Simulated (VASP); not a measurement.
Input of a VASP 6.6.1 run:

The input INCAR:

```
PREC = Accurate ; ENCUT = 520
EDIFF = 1E-6 ; ISMEAR = 0
SIGMA = 0.15 ; LREAL = False
LASPH = True ; NELM = 80
ALGO = Fast ; ISIF = 2
LWAVE = False ; LCHARG = True
GGA = PS ; LELF = True
LVHAR = True ; NBANDS = 18
```

The input KPOINTS:

```
regular mesh
0
Gamma
  16 16 16
```

Contents of POSCAR:

```
GaCo
1.0
    2.8831000000      0.0000000000      0.0000000000
    0.0000000000      2.8831000000      0.0000000000
    0.0000000000      0.0000000000      2.8831000000
Ga Co
1 1
Direct
    0.5000000000      0.5000000000      0.5000000000
   -0.0490518387     -0.0490518387     -0.0693697756
```

Potentials or basis: VASP PAW PBE potentials, release 64 (Ga_d, Co).

The run is started by

```bash
$ cat potpaw_PBE.64/Ga_d/POTCAR potpaw_PBE.64/Co/POTCAR > POTCAR
$ mpirun -np 1 vasp_std > vasp.out
```

(1) Predict the largest force.

(2) Predict the pressure.

(3) Estimate the band gap on the k mesh.

Answers

(1) 2.019 eV/Å.

(2) -1.5 GPa.

(3) zero (bands 11 and 12 overlap by 1.46 eV).

Caveat: the cell differs from its parent crystal (atom 2 (Co) moved by (-0.200, -0.200) A along [1 1 0] and z); the PAW data sets were made with another functional, which shifts forces and pressure a little; the run has no spin polarisation, though such a crystal can be magnetic.
